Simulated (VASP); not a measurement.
# WS2 (P1) in VASP: single point with PBE

Aim: the single point of WS2 with PBE.

All numbers are computed with VASP 6.6.1; they aren't measurements. Logs are shortened: lines on timing, memory, paths and dates and some standing lists are left out, and cuts for length are marked.

## Step 1: The cell of the first run

The typed cell holds 24 atoms: a = 8.291 Å, b = 8.291 Å, c = 8.291 Å, α = 60.00°, β = 60.00°, γ = 60.00°.

## Step 2: Single point, PBE

Contents of INCAR:

```
SYSTEM = WS2
PREC = Accurate
ENCUT = 520
EDIFF = 1E-6
ISMEAR = -1
SIGMA = 0.052
LREAL = Auto
LASPH = .TRUE.
NELM = 100
ALGO = Normal
ISIF = 2
LWAVE = .FALSE.
LCHARG = .FALSE.
GGA = PE
NBANDS = 122
```

Contents of KPOINTS:

```
regular mesh
0
G
  2 2 2
  0 0 0
```

Contents of POSCAR:

```
WS2
1.0
    0.0000000000      5.8623190958      5.8623190958
    5.8623190958      0.0000000000      5.8623190958
    5.8623190958      5.8623190958      0.0000000000
W S
8 16
Direct
   -0.0066756857      0.0159940117     -0.0064088971
    0.0001539493      0.0099180033      0.4958112059
    0.0061477377      0.4882927649      0.0075630479
    0.0065815251      0.5053174267      0.4866823101
    0.4971784975     -0.0030951915      0.0093630181
    0.4891072037     -0.0048473138      0.5037263328
    0.4980128943      0.5022444961      0.0045858132
    0.5048473909      0.4900071888      0.5033082389
    0.1013000982      0.1317076890      0.1308887298
    0.3967800903      0.3331011956      0.3666947269
    0.1134075080      0.1308250178      0.6289705387
    0.3612565207      0.3706386439      0.9007363662
    0.1293075296      0.6454189781      0.1081500324
    0.3538470810      0.8850905956      0.3818876904
    0.1438646526      0.6238828764      0.6106191836
    0.3851222465      0.8812428009      0.8552368812
    0.6295300443      0.1298114257      0.1052441858
    0.8998078088      0.3773846943      0.3543929401
    0.6231377788      0.1310934269      0.6358927993
    0.8715190041      0.3782853618      0.8665568041
    0.6165713502      0.6450082191      0.1343963007
    0.8807145970      0.8573221481      0.3932878716
    0.6452159867      0.5826190871      0.6253989147
    0.8752621473      0.8745970522      0.8750915664
```

Potentials or basis: VASP PAW PBE potentials, release 64 (W_sv, S).

Launch:

```sh
$ cat potpaw_PBE.64/W_sv/POTCAR potpaw_PBE.64/S/POTCAR > POTCAR
$ mpirun -np 1 vasp_std > vasp.out
```

OUTCAR:

```text
SYSTEM = WS2
   PREC = Accurate
   ENCUT = 520
   EDIFF = 1E-6
   ISMEAR = -1
   LREAL = Auto
   LASPH = .TRUE.
   NELM = 100
   ISIF = 2
   GGA = PE

 ion  position               nearest neighbor table
   1  0.993  0.016  0.994-   9 2.45  20 2.45  17 2.47  11 2.47  13 2.51  24 2.56  16 2.65  22 2.71

   2  0.000  0.010  0.496-  14 2.39   9 2.48  11 2.49  18 2.49  22 2.54  19 2.55  24 2.57  15 2.62

   3  0.006  0.488  0.008-  18 2.35  12 2.41   9 2.42  13 2.59  20 2.61  24 2.62  21 2.65  15 2.69
[... 11 lines left out ...]
   9  0.101  0.132  0.131-   3 2.42   1 2.45   2 2.48   5 2.68  18 2.77
  10  0.397  0.333  0.367-   6 2.30   7 2.48   4 2.66   8 2.73  17 2.74
  11  0.113  0.131  0.629-   1 2.47   2 2.49   4 2.54   6 2.54
  12  0.361  0.371  0.901-   3 2.41   7 2.52   5 2.53   8 2.69  17 2.78
  13  0.129  0.645  0.108-   7 2.50   1 2.51   4 2.56   3 2.59
  14  0.354  0.885  0.382-   2 2.39   6 2.49   5 2.53   8 2.68  15 2.77
  15  0.144  0.624  0.611-   8 2.45   4 2.57   2 2.62   3 2.69  14 2.77
  16  0.385  0.881  0.855-   6 2.38   7 2.57   5 2.59   1 2.65
  17  0.630  0.130  0.105-   5 2.45   1 2.47   7 2.53   6 2.70  10 2.74  12 2.78
  18  0.900  0.377  0.354-   3 2.35   4 2.49   2 2.49   8 2.68   9 2.77
  19  0.623  0.131  0.636-   8 2.43   5 2.53   2 2.55   6 2.72
  20  0.872  0.378  0.867-   1 2.45   7 2.53   4 2.57   3 2.61  23 2.75
  21  0.617  0.645  0.134-   5 2.38   8 2.51   3 2.65   7 2.65
  22  0.881  0.857  0.393-   4 2.39   2 2.54   6 2.65   1 2.71
  23  0.645  0.583  0.625-   8 2.41   4 2.47   7 2.59  20 2.75   6 2.80
  24  0.875  0.875  0.875-   5 2.56   1 2.56   2 2.57   3 2.62

  LATTYP: Found a face centered cubic cell.
 ALAT       =    11.7246381916

  Lattice vectors:

 A1 = (   0.0000000000,   5.8623190958,   5.8623190958)
 A2 = (   5.8623190958,   0.0000000000,   5.8623190958)
 A3 = (   5.8623190958,   5.8623190958,   0.0000000000)

Analysis of symmetry for initial positions (statically):
=====================================================================
 Subroutine PRICEL returns:
 Original cell was already a primitive cell.

 Routine SETGRP: Setting up the symmetry group for a
 face centered cubic supercell.

 Subroutine GETGRP returns: Found  1 space group operations
 (whereof  1 operations were pure point group operations)
 out of a pool of 48 trial point group operations.

The static configuration has the point symmetry C_1 .

Analysis of symmetry for dynamics (positions and initial velocities):
=====================================================================
 Subroutine PRICEL returns:
[... 142 lines left out ...]
   ISIF   =      2    stress and relaxation
   ISYM   =      2    0-nonsym 1-usesym 2-fastsym
   POTIM  = 0.5000    time-step for ionic-motion
   TEBEG  =    0.0;   TEEND  =   0.0 temperature during run
   PSTRESS=    0.0 pullay stress
   NELECT =     208.0000    total number of electrons
   NUPDOWN=      -1.0000    fix difference up-down
   EMIN   =  10.00;   EMAX   =-10.00  energy-range for DOS
   EFERMI =   0.00;   METHOD = LEGACY
   ISMEAR =    -1;   SIGMA  =   0.05  broadening in eV -4-tet -1-fermi 0-gaus
   EFERMI_NEDOS =   21; number of points for ismear=-14 and -15
   IALGO  =     38    algorithm
   IMIX   =      4    mixing-type and parameters
     AMIX     =   0.40;   BMIX     =  1.00
     AMIX_MAG =   1.60;   BMIX_MAG =  1.00
  volume/ion in A,a.u.               =      16.79       113.30
  Fermi-wavevector in a.u.,A,eV,Ry     =   1.313257  2.481696 23.465216  1.724645
  Thomas-Fermi vector in A             =   2.443593
   LORBIT       =      0    0 simple, 1 ext, 2 COOP (PROOUT), +10 PAW based schemes
   GGA     = PE    functional components
   LHFCALC =     F    Hartree Fock is set to
   AEXX    =    0.0000 exact exchange contribution
   IVDW    =     0    specifies the selected vdW correction
   LEPSILON=     F    determine dielectric tensor
   LRPA    =     F    only Hartree local field effects (RPA)
 non-spin polarized calculation
  energy-cutoff  :      520.00
  volume of cell :      402.94
 maximum number of plane-waves:     10969
 NGX is ok and might be reduce to    64
   NGX = 31   NGY = 31   NGZ = 31

 number of electron     207.9999998 magnetization

 Free energy of the ion-electron system (eV)
  ---------------------------------------------------
  ext. energy  EPLUGINS =         0.00000000
  ---------------------------------------------------
  free energy    TOTEN  =      -169.12363971 eV

  energy without entropy =     -168.90151932  energy(sigma->0) =     -169.01257951

 E-fermi :   8.3576     XC(G=0): -11.3792

 val. band max:        8.3542412214   @ k =   0.0000   0.5000   0.0000
 cond. band min:       8.3701092694   @ k =   0.0000   0.5000   0.0000
 fundamental gap:      0.0158680480
 Fermi energy:         8.3575792827

 k-point     1 :       0.0000    0.0000    0.0000
  band No.  band energies     occupation
      1     -66.0601      2.00000
      2     -66.0517      2.00000
      3     -65.9965      2.00000
      4     -65.9464      2.00000
      5     -65.9418      2.00000
      6     -65.9161      2.00000
[... 941 lines left out ...]
    115      10.3312      0.00000
    116      10.4086      0.00000
 [bands above 116 left out]

------------------------ aborting loop because EDIFF is reached ----------------------------------------

  FORCE on cell =-STRESS in cart. coord.  units (eV):
  Direction    XX          YY          ZZ          XY          YZ          ZX
  --------------------------------------------------------------------------------------
  -------------------------------------------------------------------------------------
  Total        5.5602026      4.1372218      4.7598133     -2.6475422     -3.5033605      2.5366205
  in kB       22.1086813     16.4505731     18.9261440    -10.5272542    -13.9301902     10.0862033
  external PRESSURE =      19.1617995 kB  Pullay stress =       0.0000000 kB

 VOLUME and BASIS-vectors are now :
 -----------------------------------------------------------------------------
  energy-cutoff  :      520.00
  volume of cell :      402.94
      direct lattice vectors                 reciprocal lattice vectors
     0.000000000  5.862319096  5.862319096    -0.085290478  0.085290478  0.085290478
     5.862319096  0.000000000  5.862319096     0.085290478 -0.085290478  0.085290478
     5.862319096  5.862319096  0.000000000     0.085290478  0.085290478 -0.085290478

 POSITION                                       TOTAL-FORCE (eV/Angst)
 -----------------------------------------------------------------------------------
      5.91851     11.64793      5.91695        -0.290795      0.072132     -0.363759
      2.96475      2.90751      0.05905         0.335678     -0.070419     -0.659455
      2.90687      0.08038      2.89857        -0.250549     -1.303259      0.578299
      5.81542      2.89167      3.00092        -0.253329      0.416807     -0.001977
      5.89906      2.96951      8.75879        -0.006847     -0.578318      0.373342
      8.78691      5.82031      8.70121        -1.457086      0.559570     -0.231964
[... 16 lines left out ...]
      7.08179      7.44875      7.19796         0.075804     -0.385003     -0.327371
     10.25723     10.26113     10.25823        -0.375651     -0.258352     -0.608893
 -----------------------------------------------------------------------------------
    total drift:                                0.000119     -0.004166      0.006153

  FREE ENERGIE OF THE ION-ELECTRON SYSTEM (eV)
  ---------------------------------------------------
  free  energy   TOTEN  =      -169.1236397066 eV

  energy  without entropy=     -168.9015193176  energy(sigma->0) =     -169.01257951
```

OSZICAR:

```text
N       E                     dE             d eps       ncg     rms          rms(c)
DAV:   1     0.233940430566E+04    0.23394E+04   -0.10939E+05  2024   0.173E+03
DAV:   2     0.378671963648E+02   -0.23015E+04   -0.22392E+04  2192   0.487E+02
[... 14 lines left out ...]
DAV:  17    -0.169123758903E+03   -0.64712E-04   -0.18990E-03  2504   0.124E-01    0.144E-01
DAV:  18    -0.169123689064E+03    0.69839E-04   -0.69631E-04  2440   0.759E-02    0.858E-02
DAV:  19    -0.169123636925E+03    0.52139E-04   -0.35827E-04  2448   0.532E-02    0.361E-02
DAV:  20    -0.169123645512E+03   -0.85869E-05   -0.71255E-05  2360   0.267E-02    0.303E-02
DAV:  21    -0.169123639929E+03    0.55827E-05   -0.33556E-05  2296   0.184E-02    0.141E-02
DAV:  22    -0.169123639707E+03    0.22243E-06   -0.38837E-06  1528   0.593E-03
   1 F= -.16912364E+03 E0= -.16901258E+03  d E =-.222120E+00
```

stdout:

```text
POSCAR found type information on POSCAR W S
 POSCAR found :  2 types and      24 ions
 scaLAPACK will be used
 LDA part: xc-table for (Slater+PW92), standard interpolation
 POSCAR, INCAR and KPOINTS ok, starting setup
 FFT: planning ... GRIDC
 FFT: planning ... GRID_SOFT
 FFT: planning ... GRID
 WAVECAR not read
 entering main loop
```

Run time: 19 min. Hardware: 1 thread of AMD EPYC 7R13 (Zen 3), shared host; peak memory 0.66 GiB.

Results:

```yaml
Free_energy: -169.1236 eV
Pressure: 1.9 GPa
Largest_force: 1.611 eV/Å
Band_gap_on_the_k_mesh: zero (band 104 reaches 8.35 eV, above the bottom of band 105 at 8.09 eV)
```

Forces in eV/Å, atoms in the order of the input:
```
W   -0.291  0.072 -0.364
W    0.336 -0.070 -0.659
W   -0.251 -1.303  0.578
W   -0.253  0.417 -0.002
W   -0.007 -0.578  0.373
W   -1.457  0.560 -0.232
W   -0.033 -0.003  0.233
W   -0.029 -0.303 -0.126
S   -0.687  0.126 -0.370
S    0.983 -0.955  0.846
S    0.237  0.541 -0.020
S    0.339 -0.121  0.197
S    0.214  0.228 -0.065
S    0.113  0.801  0.791
S   -0.364  0.268 -0.197
S    0.206  0.337 -0.154
S   -0.473  0.625  0.172
S    0.082  0.267 -0.141
S    0.062 -0.223  0.242
S    0.984  0.182  1.163
S   -0.418  0.690 -1.129
S    1.005 -0.915 -0.200
S    0.076 -0.385 -0.327
S   -0.376 -0.258 -0.609
```

Levels at points of the mesh, in eV from the Fermi level:
| k point | band 101 | band 102 | band 103 | band 104 | band 105 | band 106 | band 107 | band 108 |
| --- | --- | --- | --- | --- | --- | --- | --- | --- |
| (0.00, 0.00, 0.00) | -0.49 | -0.46 | -0.44 | -0.38 | -0.27 | -0.12 | 0.15 | 0.20 |
| (0.50, 0.00, 0.00) | -0.17 | -0.11 | -0.06 | 0.00 | 0.04 | 0.08 | 0.14 | 0.29 |
| (0.00, 0.50, 0.00) | -0.10 | -0.08 | -0.03 | 0.00 | 0.01 | 0.11 | 0.13 | 0.22 |
| (0.00, 0.00, 0.50) | -0.08 | -0.06 | -0.05 | -0.01 | 0.02 | 0.10 | 0.16 | 0.18 |
| (0.50, 0.50, 0.50) | -0.14 | -0.09 | -0.05 | 0.00 | 0.02 | 0.06 | 0.13 | 0.18 |
| (0.50, 0.50, 0.00) | -0.32 | -0.26 | -0.23 | -0.19 | 0.41 | 0.50 | 0.53 | 0.61 |
| (0.00, 0.50, 0.50) | -0.32 | -0.32 | -0.25 | -0.23 | 0.43 | 0.46 | 0.52 | 0.58 |
| (0.50, 0.00, 0.50) | -0.29 | -0.26 | -0.17 | -0.12 | 0.39 | 0.44 | 0.55 | 0.63 |

Caveat: the k points lie up to 0.46 Å⁻¹ apart; spin-orbit coupling is left out, which moves the levels of the heavy elements; forces of over 1 eV/Å act on the atoms, so gaps and moduli don't describe the material at rest.
